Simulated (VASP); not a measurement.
# Sn (Fd-3m) in VASP: notebook

The runs below take Sn through single point, with PBE.

All numbers are computed with VASP 6.6.1; they aren't measurements. Logs are shortened: lines on timing, memory, paths and dates and some standing lists are left out, and cuts for length are marked.

### 1 The cell of the first run

The structure is cubic, space group Fd-3m (No. 227). Conventional cell: a = 5.119 Å, b = 5.119 Å, c = 5.119 Å, α = 90.00°, β = 90.00°, γ = 90.00°. Within 2.9 Å of Sn (site symmetry -43m) lie 4 Sn at 2.22 Å.

This isn't the form of Sn at room conditions, which is tetragonal (white tin).

### 2 Single point, PBE

Contents of INCAR:

```
SYSTEM = Sn
PREC     = Accurate       ! precision mode
ENCUT    = 520            ! plane-wave cutoff, eV
EDIFF    = 1E-6           ! SCF threshold, eV
ISMEAR   = -1             ! smearing method
SIGMA    = 0.08           ! smearing width, eV
LREAL    = .False.        ! projectors in reciprocal space
LASPH    = .True.         ! aspherical terms in the spheres
NELM     = 60             ! most SCF steps
ALGO     = Normal         ! electronic algorithm
ISIF     = 2              ! what is computed and relaxed
LWAVE    = .False.        ! write WAVECAR
LCHARG   = .False.        ! write CHGCAR
GGA      = PE             ! functional
NBANDS   = 21             ! bands
```

Contents of KPOINTS:

```
Automatic mesh
0
Gamma
  13 13 13
  0 0 0
```

Contents of POSCAR:

```
Sn
1.0
    0.0000000000      2.5595445709      2.5595445709
    2.5595445709      0.0000000000      2.5595445709
    2.5595445709      2.5595445709      0.0000000000
Sn
2
Direct
   -0.1250000000     -0.1250000000     -0.1250000000
    0.1250000000      0.1250000000      0.1250000000
```

Potentials or basis: VASP PAW PBE potentials, release 64 (Sn_d).

On the command line:

```sh
$ cat potpaw_PBE.64/Sn_d/POTCAR > POTCAR
$ mpirun -np 1 vasp_std > vasp.out
```

OUTCAR:

```text
SYSTEM = Sn
   PREC = Accurate
   ENCUT = 520
   EDIFF = 1E-6
   ISMEAR = -1
   LREAL = .False.
   LASPH = .True.
   NELM = 60
   ISIF = 2
   GGA = PE

 ion  position               nearest neighbor table
   1  0.875  0.875  0.875-   2 2.22   2 2.22   2 2.22   2 2.22
   2  0.125  0.125  0.125-   1 2.22   1 2.22   1 2.22   1 2.22

  LATTYP: Found a face centered cubic cell.
 ALAT       =     5.1190891418

  Lattice vectors:

 A1 = (   0.0000000000,   2.5595445709,   2.5595445709)
 A2 = (   2.5595445709,   0.0000000000,   2.5595445709)
 A3 = (   2.5595445709,   2.5595445709,   0.0000000000)

Analysis of symmetry for initial positions (statically):
=====================================================================
 Subroutine PRICEL returns:
 Original cell was already a primitive cell.

 Routine SETGRP: Setting up the symmetry group for a
 face centered cubic supercell.

 Subroutine GETGRP returns: Found 48 space group operations
 (whereof 12 operations were pure point group operations)
 out of a pool of 48 trial point group operations.

The static configuration has the point symmetry D_3d.
 The point group associated with its full space group is O_h .

Analysis of symmetry for dynamics (positions and initial velocities):
=====================================================================
 Subroutine PRICEL returns:
 Original cell was already a primitive cell.

 Routine SETGRP: Setting up the symmetry group for a
 face centered cubic supercell.

 Subroutine GETGRP returns: Found 48 space group operations
 (whereof 12 operations were pure point group operations)
 out of a pool of 48 trial point group operations.

The dynamic configuration has the point symmetry D_3d.
 The point group associated with its full space group is O_h .

 Subroutine INISYM returns: Found 48 space group operations
 (whereof 12 operations are pure point group operations),
 and found     1 'primitive' translations

----------------------------------------------------------------------------------------

                                     Primitive cell

  volume of cell :      33.5365

  direct lattice vectors                    reciprocal lattice vectors
     0.000000000  2.559544571  2.559544571    -0.195347253  0.195347253  0.195347253
     2.559544571  0.000000000  2.559544571     0.195347253 -0.195347253  0.195347253
     2.559544571  2.559544571  0.000000000     0.195347253  0.195347253 -0.195347253

  length of vectors
     3.619742646  3.619742646  3.619742646     0.338351367  0.338351367  0.338351367

  position of ions in fractional coordinates (direct lattice)
     0.875000000  0.875000000  0.875000000
     0.125000000  0.125000000  0.125000000

  ion indices of the primitive-cell ions
   primitive index   ion index
                 1           1
                 2           2

----------------------------------------------------------------------------------------

 KPOINTS: Automatic mesh

Automatic generation of k-mesh.
 Grid dimensions read from file:
 generate k-points for:   13   13   13

 Generating k-lattice:

  Cartesian coordinates                     Fractional coordinates (reciprocal lattice)
    -0.015026712  0.015026712  0.015026712     0.076923077  0.000000000  0.000000000
     0.015026712 -0.015026712  0.015026712     0.000000000  0.076923077  0.000000000
     0.015026712  0.015026712 -0.015026712     0.000000000  0.000000000  0.076923077

  Length of vectors
     0.026027028  0.026027028  0.026027028

  Shift w.r.t. Gamma in fractional coordinates (k-lattice)
     0.000000000  0.000000000  0.000000000

 Subroutine IBZKPT returns following result:
 ===========================================

 Found     84 irreducible k-points:

 Following reciprocal coordinates:
            Coordinates               Weight
  0.000000  0.000000  0.000000      1.000000
  0.076923  0.000000  0.000000      8.000000
  0.153846  0.000000  0.000000      8.000000
  0.230769  0.000000  0.000000      8.000000
  0.307692  0.000000  0.000000      8.000000
  0.384615  0.000000  0.000000      8.000000
[... 16 lines left out ...]
  0.384615  0.153846  0.000000     24.000000
  0.461538  0.153846  0.000000     24.000000
 [... further k-points ...]
   k-points           NKPTS =     84   k-points in BZ     NKDIM =     84   number of bands    NBANDS=     21
   number of dos      NEDOS =    301   number of ions     NIONS =      2
   total plane-waves  NPLWV =  21952
   dimension x,y,z NGX =    28 NGY =   28 NGZ =   28
   dimension x,y,z NGXF=    56 NGYF=   56 NGZF=   56
   ions per type =               2
   NGX,Y,Z   is equivalent  to a cutoff of  12.86, 12.86, 12.86 a.u.
   NGXF,Y,Z  is equivalent  to a cutoff of  25.72, 25.72, 25.72 a.u.
 SYSTEM =  Sn
   PREC   = accura    normal or accurate (medium, high low for compatibility)
   ISTART =      0    job   : 0-new  1-cont  2-samecut
   ICHARG =      2    charge: 1-file 2-atom 10-const
   ISPIN  =      1    spin polarized calculation?
   LNONCOLLINEAR =      F non collinear calculations
   LSORBIT =      F    spin-orbit coupling
   LASPH  =      T    aspherical Exc in radial PAW
   ENCUT  =  520.0 eV  38.22 Ry    6.18 a.u.   6.73  6.73  6.73*2*pi/ulx,y,z
   NELM   =     60;   NELMIN=  2; NELMDL= -5     # of ELM steps
   EDIFF  = 0.1E-05   stopping-criterion for ELM
   LREAL  =      F    real-space projection
   EDIFFG = 0.1E-04   stopping-criterion for IOM
   NSW    =      0    number of steps for IOM
   IBRION =     -1    ionic relax: 0-MD 1-quasi-New 2-CG
   NFREE  =      0    steps in history (QN), initial steepest desc. (CG)
   ISIF   =      2    stress and relaxation
   ISYM   =      2    0-nonsym 1-usesym 2-fastsym
   POTIM  = 0.5000    time-step for ionic-motion
   TEBEG  =    0.0;   TEEND  =   0.0 temperature during run
   PSTRESS=    0.0 pullay stress
   NELECT =      28.0000    total number of electrons
   NUPDOWN=      -1.0000    fix difference up-down
   EMIN   =  10.00;   EMAX   =-10.00  energy-range for DOS
   EFERMI =   0.00;   METHOD = LEGACY
   ISMEAR =    -1;   SIGMA  =   0.08  broadening in eV -4-tet -1-fermi 0-gaus
   EFERMI_NEDOS =   21; number of points for ismear=-14 and -15
   IALGO  =     38    algorithm
   IMIX   =      4    mixing-type and parameters
     AMIX     =   0.40;   BMIX     =  1.00
     AMIX_MAG =   1.60;   BMIX_MAG =  1.00
  volume/ion in A,a.u.               =      16.77       113.16
  Fermi-wavevector in a.u.,A,eV,Ry     =   1.541540  2.913088 32.332147  2.376346
  Thomas-Fermi vector in A             =   2.647472
   LORBIT       =      0    0 simple, 1 ext, 2 COOP (PROOUT), +10 PAW based schemes
   GGA     = PE    functional components
   LHFCALC =     F    Hartree Fock is set to
   AEXX    =    0.0000 exact exchange contribution
   IVDW    =     0    specifies the selected vdW correction
   LEPSILON=     F    determine dielectric tensor
   LRPA    =     F    only Hartree local field effects (RPA)
 non-spin polarized calculation
  energy-cutoff  :      520.00
  volume of cell :       33.54
 maximum number of plane-waves:       918
   NGX = 13   NGY = 13   NGZ = 13

 number of electron      27.9999987 magnetization

 Free energy of the ion-electron system (eV)
  ---------------------------------------------------
  ext. energy  EPLUGINS =         0.00000000
  ---------------------------------------------------
  free energy    TOTEN  =         3.19306395 eV

  energy without entropy =        3.19992286  energy(sigma->0) =        3.19649341

 E-fermi :  16.5523     XC(G=0): -12.4957

 val. band max:       16.5055889398   @ k =   0.4615   0.4615   0.0000
 cond. band min:      16.5930587574   @ k =  -0.4615   0.3846   0.0000
 fundamental gap:      0.0874698176
 Fermi energy:        16.5522664684

 k-point     1 :       0.0000    0.0000    0.0000
  band No.  band energies     occupation
      1      -8.5914      2.00000
      2      -8.5914      2.00000
      3      -8.5914      2.00000
      4      -8.4093      2.00000
      5      -8.4093      2.00000
      6      -6.7541      2.00000
[... 13 lines left out ...]
     20      24.4146      0.00000
     21      24.4146      0.00000

 k-point     2 :       0.0769    0.0000    0.0000
  band No.  band energies     occupation
      1      -8.6324      2.00000
      2      -8.6324      2.00000
      3      -8.5873      2.00000
      4      -8.3555      2.00000
      5      -8.3555      2.00000
      6      -6.7716      2.00000
[... 13 lines left out ...]
     20      24.0894      0.00000
     21      24.0894      0.00000

 k-point     3 :       0.1538    0.0000    0.0000
  band No.  band energies     occupation
      1      -8.6935      2.00000
      2      -8.6935      2.00000
      3      -8.5761      2.00000
      4      -8.2609      2.00000
      5      -8.2609      2.00000
      6      -6.8109      2.00000
[... 13 lines left out ...]
     20      23.6786      0.00000
     21      23.6786      0.00000

 k-point     4 :       0.2308    0.0000    0.0000
  band No.  band energies     occupation
      1      -8.7370      2.00000
      2      -8.7370      2.00000
      3      -8.5612      2.00000
      4      -8.1770      2.00000
      5      -8.1770      2.00000
      6      -6.8694      2.00000
[... 13 lines left out ...]
     20      23.8761      0.00000
     21      24.3969      0.00000

 k-point     5 :       0.3077    0.0000    0.0000
  band No.  band energies     occupation
      1      -8.7586      2.00000
      2      -8.7586      2.00000
      3      -8.5462      2.00000
      4      -8.1236      2.00000
      5      -8.1236      2.00000
      6      -6.9315      2.00000
[... 13 lines left out ...]
     20      24.7797      0.00000
     21      25.8626      0.00000

 k-point     6 :       0.3846    0.0000    0.0000
  band No.  band energies     occupation
      1      -8.7638      2.00000
      2      -8.7638      2.00000
      3      -8.5343      2.00000
      4      -8.1018      2.00000
      5      -8.1018      2.00000
      6      -6.9827      2.00000
[... 13 lines left out ...]
     20      25.9664      0.00000
     21      27.5195      0.00000

 k-point     7 :       0.4615    0.0000    0.0000
  band No.  band energies     occupation
      1      -8.7624      2.00000
      2      -8.7624      2.00000
      3      -8.5278      2.00000
      4      -8.0981      2.00000
      5      -8.0981      2.00000
      6      -7.0117      2.00000
[... 13 lines left out ...]
     20      26.9620      0.00000
     21      29.0001      0.00000
[... 291 lines left out ...]
      1      -8.7332      2.00000
      2      -8.6446      2.00000
      3      -8.6446      2.00000
      4      -8.2937      2.00000
      5      -8.1012      2.00000
      6      -7.1202      2.00000
[... 13 lines left out ...]
     20      24.9891      0.00000
     21      25.3268      0.00000

 k-point    21 :       0.2308    0.1538    0.0000
  band No.  band energies     occupation
      1      -8.7757      2.00000
      2      -8.6775      2.00000
      3      -8.6389      2.00000
      4      -8.2212      2.00000
      5      -7.9935      2.00000
      6      -7.2455      2.00000
[... 13 lines left out ...]
     20      25.5534      0.00000
     21      25.7415      0.00000

 k-point    22 :       0.3077    0.1538    0.0000
  band No.  band energies     occupation
      1      -8.8282      2.00000
      2      -8.7124      2.00000
      3      -8.5930      2.00000
      4      -8.1419      2.00000
      5      -7.9084      2.00000
      6      -7.3279      2.00000
[... 13 lines left out ...]
     20      26.1318      0.00000
     21      27.0132      0.00000

 k-point    23 :       0.3846    0.1538    0.0000
  band No.  band energies     occupation
      1      -8.8710      2.00000
      2      -8.7425      2.00000
      3      -8.5286      2.00000
      4      -8.0719      2.00000
      5      -7.8735      2.00000
      6      -7.3488      2.00000
[... 13 lines left out ...]
     20      27.0809      0.00000
     21      28.3584      0.00000

 k-point    24 :       0.4615    0.1538    0.0000
  band No.  band energies     occupation
      1      -8.8973      2.00000
      2      -8.7705      2.00000
      3      -8.4597      2.00000
      4      -8.0101      2.00000
      5      -7.8971      2.00000
      6      -7.3114      2.00000
[... 13 lines left out ...]
     20      27.6510      0.00000
     21      29.0428      0.00000

 [... further k-points ...]

------------------------ aborting loop because EDIFF is reached ----------------------------------------

  FORCE on cell =-STRESS in cart. coord.  units (eV):
  Direction    XX          YY          ZZ          XY          YZ          ZX
  --------------------------------------------------------------------------------------
  -------------------------------------------------------------------------------------
  Total       37.9403499     37.9403499     37.9403499     -0.0000000     -0.0000000     -0.0000000
  in kB     1812.5659985   1812.5659985   1812.5659985     -0.0000000     -0.0000000     -0.0000000
  external PRESSURE =    1812.5659985 kB  Pullay stress =       0.0000000 kB

 VOLUME and BASIS-vectors are now :
 -----------------------------------------------------------------------------
  energy-cutoff  :      520.00
  volume of cell :       33.54
      direct lattice vectors                 reciprocal lattice vectors
     0.000000000  2.559544571  2.559544571    -0.195347253  0.195347253  0.195347253
     2.559544571  0.000000000  2.559544571     0.195347253 -0.195347253  0.195347253
     2.559544571  2.559544571  0.000000000     0.195347253  0.195347253 -0.195347253

 POSITION                                       TOTAL-FORCE (eV/Angst)
 -----------------------------------------------------------------------------------
      4.47920      4.47920      4.47920         0.000000      0.000000      0.000000
      0.63989      0.63989      0.63989        -0.000000     -0.000000     -0.000000
 -----------------------------------------------------------------------------------
    total drift:                                0.000000     -0.000000     -0.000000

  FREE ENERGIE OF THE ION-ELECTRON SYSTEM (eV)
  ---------------------------------------------------
  free  energy   TOTEN  =         3.1930639524 eV

  energy  without entropy=        3.1999228604  energy(sigma->0) =        3.19649341
```

Run time: 22 s. Hardware: 1 thread of Intel Xeon 6975P-C (Granite Rapids), shared host; peak memory 0.18 GiB.

What came out:

```
Free energy            : 3.1931 eV
Pressure               : 181.3 GPa
Band gap on the k mesh : zero (bands 14 and 15 overlap by 1.34 eV)
```

Levels at points of the mesh, in eV from the Fermi level:
| k point | band 12 | band 13 | band 14 | band 15 | band 16 | band 17 |
| --- | --- | --- | --- | --- | --- | --- |
| (0.00, 0.00, 0.00) | 1.06 | 1.06 | 1.06 | 2.37 | 2.37 | 2.37 |

Caveat: the cell stands under pressure; spin-orbit coupling is left out, which moves the levels of the heavy elements.

### 3 Single point, PBE

Contents of INCAR:

```
PREC = Accurate ; ENCUT = 520
EDIFF = 1E-6 ; ISMEAR = -1
SIGMA = 0.08 ; LREAL = False
LASPH = True ; NELM = 60
ALGO = Normal ; ISIF = 2
LWAVE = False ; LCHARG = True
GGA = PE ; LELF = True
LVHAR = True ; NBANDS = 21
```

Contents of KPOINTS:

```
Automatic mesh
0
Gamma
  13 13 13
```

Contents of POSCAR:

```
Sn
1.0
    0.0000000000      2.5597355047      2.5597355047
    2.5597355047      0.0000000000      2.5597355047
    2.5597355047      2.5597355047      0.0000000000
Sn
2
Direct
   -0.1250000000     -0.1250000000     -0.1250000000
    0.1250000000      0.1250000000      0.1250000000
```

Potentials or basis: VASP PAW PBE potentials, release 64 (Sn_d).

On the command line:

```sh
$ cat potpaw_PBE.64/Sn_d/POTCAR > POTCAR
$ mpirun -np 1 vasp_std > vasp.out
```

Run time: 23 s. Hardware: 1 thread of Intel Xeon 6975P-C (Granite Rapids), shared host; peak memory 0.18 GiB.

The run converged. Its results:

| Item | Value |
| --- | --- |
| Free energy | 3.1846 eV |
| Pressure | 181.1 GPa |
| Band gap on the k mesh | zero (bands 14 and 15 overlap by 1.34 eV) |

Levels at points of the mesh, in eV from the Fermi level:
| k point | band 12 | band 13 | band 14 | band 15 | band 16 | band 17 |
| --- | --- | --- | --- | --- | --- | --- |
| (0.00, 0.00, 0.00) | 1.06 | 1.06 | 1.06 | 2.37 | 2.37 | 2.37 |

Caveat: the cell stands under pressure; spin-orbit coupling is left out, which moves the levels of the heavy elements.

The gap in the log of VASP goes by the Fermi energy; the results here count the filled bands.